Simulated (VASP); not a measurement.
# Nb (Pm-3m) in VASP: single point with PBEsol

Aim: the single point of Nb with PBEsol.

Everything below comes from runs of VASP 6.6.1. Logs are shortened: lines on timing, memory, paths and dates and some standing lists are left out, and cuts for length are marked.

### 1 The cell of the first run

The structure is cubic, space group Pm-3m (No. 221). The conventional cell has a = 2.665 Å, b = 2.665 Å, c = 2.665 Å, α = 90.00°, β = 90.00°, γ = 90.00°. Nb (site symmetry m-3m) has 6 Nb at 2.66 Å within 3.5 Å.

### 2 Single point, PBEsol

INCAR

```
SYSTEM = Nb
ALGO = Normal
EDIFF = 1E-6
ENCUT = 520
GGA = PS
ISIF = 2
ISMEAR = 0
LASPH = .True.
LCHARG = .False.
LREAL = .False.
LWAVE = .False.
NBANDS = 12
NELM = 60
PREC = Accurate
SIGMA = 0.15
```

KPOINTS

```
k-points
0
Gamma
  22 22 22
  0 0 0
```

POSCAR

```
Nb
1.0
   -0.8882443402      1.7764886804      1.7764886804
    1.7764886804     -0.8882443402      1.7764886804
    1.7764886804      1.7764886804     -0.8882443402
Nb
1
Direct
    0.0000000000      0.0000000000      0.0000000000
```

Potentials or basis: VASP PAW PBE potentials, release 64 (Nb_sv).

Launch:

```
> cat potpaw_PBE.64/Nb_sv/POTCAR > POTCAR
> mpirun -np 1 vasp_std > vasp.out
```

OUTCAR:

```text
SYSTEM = Nb
   EDIFF = 1E-6
   ENCUT = 520
   GGA = PS
   ISIF = 2
   ISMEAR = 0
   LASPH = .True.
   LREAL = .False.
   NELM = 60
   PREC = Accurate

 ion  position               nearest neighbor table
   1  0.000  0.000  0.000-

  LATTYP: Found a simple cubic cell.
 ALAT       =     2.6647330206

  Lattice vectors:

 A1 = (  -0.8882443402,   1.7764886804,   1.7764886804)
 A2 = (   1.7764886804,  -0.8882443402,   1.7764886804)
 A3 = (   1.7764886804,   1.7764886804,  -0.8882443402)

Analysis of symmetry for initial positions (statically):
=====================================================================
 Subroutine PRICEL returns:
 Original cell was already a primitive cell.

 Routine SETGRP: Setting up the symmetry group for a
 simple cubic supercell.

 Subroutine GETGRP returns: Found 48 space group operations
[... 9 lines left out ...]

 Routine SETGRP: Setting up the symmetry group for a
 simple cubic supercell.

 Subroutine GETGRP returns: Found 48 space group operations
[... 11 lines left out ...]
                                     Primitive cell

  volume of cell :      18.9217

  direct lattice vectors                    reciprocal lattice vectors
    -0.888244340  1.776488680  1.776488680    -0.125090705  0.250181411  0.250181411
     1.776488680 -0.888244340  1.776488680     0.250181411 -0.125090705  0.250181411
     1.776488680  1.776488680 -0.888244340     0.250181411  0.250181411 -0.125090705

  length of vectors
     2.664733021  2.664733021  2.664733021     0.375272116  0.375272116  0.375272116

  position of ions in fractional coordinates (direct lattice)
     0.000000000  0.000000000  0.000000000

  ion indices of the primitive-cell ions
   primitive index   ion index
                 1           1

----------------------------------------------------------------------------------------

 KPOINTS: k-points

Automatic generation of k-mesh.
 Grid dimensions read from file:
 generate k-points for:   22   22   22

 Generating k-lattice:

  Cartesian coordinates                     Fractional coordinates (reciprocal lattice)
    -0.005685941  0.011371882  0.011371882     0.045454545  0.000000000  0.000000000
     0.011371882 -0.005685941  0.011371882     0.000000000  0.045454545  0.000000000
     0.011371882  0.011371882 -0.005685941     0.000000000  0.000000000  0.045454545

  Length of vectors
     0.017057823  0.017057823  0.017057823

  Shift w.r.t. Gamma in fractional coordinates (k-lattice)
     0.000000000  0.000000000  0.000000000

 Subroutine IBZKPT returns following result:
 ===========================================

 Found    364 irreducible k-points:

 Following reciprocal coordinates:
            Coordinates               Weight
  0.000000  0.000000  0.000000      1.000000
  0.045455  0.000000  0.000000      6.000000
  0.090909  0.000000  0.000000      6.000000
  0.136364  0.000000  0.000000      6.000000
  0.181818  0.000000  0.000000      6.000000
  0.227273  0.000000  0.000000      6.000000
[... 16 lines left out ...]
  0.500000  0.045455  0.000000     12.000000
  0.090909  0.090909  0.000000     12.000000
 [... further k-points ...]
   k-points           NKPTS =    364   k-points in BZ     NKDIM =    364   number of bands    NBANDS=     12
   number of dos      NEDOS =    301   number of ions     NIONS =      1
   total plane-waves  NPLWV =   8000
   dimension x,y,z NGX =    20 NGY =   20 NGZ =   20
   dimension x,y,z NGXF=    40 NGYF=   40 NGZF=   40
   ions per type =               1
   NGX,Y,Z   is equivalent  to a cutoff of  12.48, 12.48, 12.48 a.u.
   NGXF,Y,Z  is equivalent  to a cutoff of  24.95, 24.95, 24.95 a.u.
 SYSTEM =  Nb
   PREC   = accura    normal or accurate (medium, high low for compatibility)
   ISTART =      0    job   : 0-new  1-cont  2-samecut
   ICHARG =      2    charge: 1-file 2-atom 10-const
   ISPIN  =      1    spin polarized calculation?
   LNONCOLLINEAR =      F non collinear calculations
   LSORBIT =      F    spin-orbit coupling
   LASPH  =      T    aspherical Exc in radial PAW
   ENCUT  =  520.0 eV  38.22 Ry    6.18 a.u.   4.95  4.95  4.95*2*pi/ulx,y,z
   NELM   =     60;   NELMIN=  2; NELMDL= -5     # of ELM steps
   EDIFF  = 0.1E-05   stopping-criterion for ELM
   LREAL  =      F    real-space projection
[... 7 lines left out ...]
   TEBEG  =    0.0;   TEEND  =   0.0 temperature during run
   PSTRESS=    0.0 pullay stress
   NELECT =      13.0000    total number of electrons
   NUPDOWN=      -1.0000    fix difference up-down
   EMIN   =  10.00;   EMAX   =-10.00  energy-range for DOS
   EFERMI =   0.00;   METHOD = LEGACY
   ISMEAR =     0;   SIGMA  =   0.15  broadening in eV -4-tet -1-fermi 0-gaus
   EFERMI_NEDOS =   21; number of points for ismear=-14 and -15
   IALGO  =     38    algorithm
   IMIX   =      4    mixing-type and parameters
     AMIX     =   0.40;   BMIX     =  1.00
     AMIX_MAG =   1.60;   BMIX_MAG =  1.00
  volume/ion in A,a.u.               =      18.92       127.69
  Fermi-wavevector in a.u.,A,eV,Ry     =   1.444560  2.729823 28.392005  2.086754
  Thomas-Fermi vector in A             =   2.562841
   LORBIT       =      0    0 simple, 1 ext, 2 COOP (PROOUT), +10 PAW based schemes
   GGA     = PS    functional components
   LHFCALC =     F    Hartree Fock is set to
   AEXX    =    0.0000 exact exchange contribution
   IVDW    =     0    specifies the selected vdW correction
   LEPSILON=     F    determine dielectric tensor
   LRPA    =     F    only Hartree local field effects (RPA)
 non-spin polarized calculation
 Gauss-broadening in eV      SIGMA  =   0.15
  energy-cutoff  :      520.00
  volume of cell :       18.92
 maximum number of plane-waves:       536
 NGX is ok and might be reduce to    20
   NGX =  9   NGY =  9   NGZ =  9

 number of electron      13.0000001 magnetization

 Free energy of the ion-electron system (eV)
  ---------------------------------------------------
  ext. energy  EPLUGINS =         0.00000000
  ---------------------------------------------------
  free energy    TOTEN  =        -9.93164538 eV

  energy without entropy =       -9.92115563  energy(sigma->0) =       -9.92640051

 E-fermi :  10.4358     XC(G=0): -12.2608

 val. band max:       10.4241968915   @ k =   0.4545   0.3182   0.2273
 cond. band min:      10.4416280958   @ k =   0.5000   0.3636   0.1818
 fundamental gap:      0.0174312043
 Fermi energy:        10.4358308253

 k-point     1 :       0.0000    0.0000    0.0000
  band No.  band energies     occupation
      1     -44.0879      2.00000
      2     -19.2535      2.00000
      3     -19.2535      2.00000
      4     -19.2535      2.00000
      5       4.7095      2.00000
      6       7.4576      2.00000
      7       7.4576      2.00000
      8      15.9562      0.00000
      9      15.9562      0.00000
     10      15.9562      0.00000
     11      25.5686      0.00000
     12      25.5686      0.00000

 k-point     2 :       0.0455    0.0000    0.0000
  band No.  band energies     occupation
      1     -44.0833      2.00000
      2     -19.2920      2.00000
      3     -19.2503      2.00000
      4     -19.2503      2.00000
      5       4.7740      2.00000
      6       7.4748      2.00000
      7       7.5309      2.00000
      8      15.8487      0.00000
      9      15.8487      0.00000
     10      15.9634      0.00000
     11      25.2452      0.00000
     12      25.7086      0.00000

 k-point     3 :       0.0909    0.0000    0.0000
  band No.  band energies     occupation
      1     -44.0698      2.00000
      2     -19.4032      2.00000
      3     -19.2408      2.00000
      4     -19.2408      2.00000
      5       4.9585      2.00000
      6       7.5254      2.00000
      7       7.7511      2.00000
      8      15.5511      0.00000
      9      15.5511      0.00000
     10      15.9846      0.00000
     11      24.4503      0.00000
     12      26.1009      0.00000

 k-point     4 :       0.1364    0.0000    0.0000
  band No.  band energies     occupation
      1     -44.0484      2.00000
      2     -19.5755      2.00000
      3     -19.2258      2.00000
      4     -19.2258      2.00000
      5       5.2400      2.00000
      6       7.6068      2.00000
      7       8.1161      2.00000
      8      15.1221      0.00000
      9      15.1221      0.00000
     10      16.0183      0.00000
     11      23.4648      0.00000
     12      26.6789      0.00000

 k-point     5 :       0.1818    0.0000    0.0000
  band No.  band energies     occupation
      1     -44.0207      2.00000
      2     -19.7919      2.00000
      3     -19.2065      2.00000
      4     -19.2065      2.00000
      5       5.5889      2.00000
      6       7.7140      2.00000
      7       8.6118      2.00000
      8      14.6264      0.00000
      9      14.6264      0.00000
     10      16.0619      0.00000
     11      22.4720      0.00000
     12      27.3675      0.00000
[... 228 lines left out ...]
      1     -43.8679      2.00000
      2     -20.8448      2.00000
      3     -19.1400      2.00000
      4     -19.1008      2.00000
      5       7.6202      2.00000
      6       8.3994      2.00000
      7      10.7896      0.00085
      8      12.6249      0.00000
      9      12.7844      0.00000
     10      16.2094      0.00000
     11      20.5021      0.00000
     12      24.5271      0.00000

 k-point    22 :       0.4545    0.0455   -0.0000
  band No.  band energies     occupation
      1     -43.8537      2.00000
      2     -20.9384      2.00000
      3     -19.1301      2.00000
      4     -19.0910      2.00000
      5       7.8726      2.00000
      6       8.4663      2.00000
      7      10.7775      0.00128
      8      12.4680      0.00000
      9      12.7222      0.00000
     10      16.2332      0.00000
     11      20.7485      0.00000
     12      24.2359      0.00000

 k-point    23 :       0.5000    0.0455    0.0000
  band No.  band energies     occupation
      1     -43.8488      2.00000
      2     -20.9703      2.00000
      3     -19.1267      2.00000
      4     -19.0877      2.00000
      5       7.9664      2.00000
      6       8.4899      2.00000
      7      10.7559      0.00255
      8      12.4151      0.00000
      9      12.7034      0.00000
     10      16.2414      0.00000
     11      20.8744      0.00000
     12      24.1378      0.00000

 k-point    24 :       0.0909    0.0909    0.0000
  band No.  band energies     occupation
      1     -44.0517      2.00000
      2     -19.3980      2.00000
      3     -19.3814      2.00000
      4     -19.2282      2.00000
      5       5.2079      2.00000
      6       7.7079      2.00000
      7       7.9250      2.00000
      8      15.1229      0.00000
      9      15.4961      0.00000
     10      15.6764      0.00000
     11      24.8603      0.00000
     12      25.0343      0.00000

 [... further k-points ...]

------------------------ aborting loop because EDIFF is reached ----------------------------------------

  FORCE on cell =-STRESS in cart. coord.  units (eV):
  Direction    XX          YY          ZZ          XY          YZ          ZX
  --------------------------------------------------------------------------------------
  -------------------------------------------------------------------------------------
  Total        0.3693043      0.3693043      0.3693043      0.0000000      0.0000000      0.0000000
  in kB       31.2704294     31.2704294     31.2704294      0.0000000      0.0000000      0.0000000
  external PRESSURE =      31.2704294 kB  Pullay stress =       0.0000000 kB

 VOLUME and BASIS-vectors are now :
 -----------------------------------------------------------------------------
  energy-cutoff  :      520.00
  volume of cell :       18.92
      direct lattice vectors                 reciprocal lattice vectors
    -0.888244340  1.776488680  1.776488680    -0.125090705  0.250181411  0.250181411
     1.776488680 -0.888244340  1.776488680     0.250181411 -0.125090705  0.250181411
     1.776488680  1.776488680 -0.888244340     0.250181411  0.250181411 -0.125090705

 POSITION                                       TOTAL-FORCE (eV/Angst)
 -----------------------------------------------------------------------------------
      0.00000      0.00000      0.00000        -0.000000     -0.000000     -0.000000
 -----------------------------------------------------------------------------------
    total drift:                                0.000000      0.000000      0.000000

  FREE ENERGIE OF THE ION-ELECTRON SYSTEM (eV)
  ---------------------------------------------------
  free  energy   TOTEN  =        -9.9316453779 eV

  energy  without entropy=       -9.9211556343  energy(sigma->0) =       -9.92640051
```

Wall time 22 s (1 thread of Intel Xeon 6975P-C (Granite Rapids), shared host); peak memory 0.19 GiB.

Results:

* Free energy: -9.9316 eV
* Pressure: 3.1 GPa

Caveat: the PAW data sets were made with another functional, which shifts forces and pressure a little.
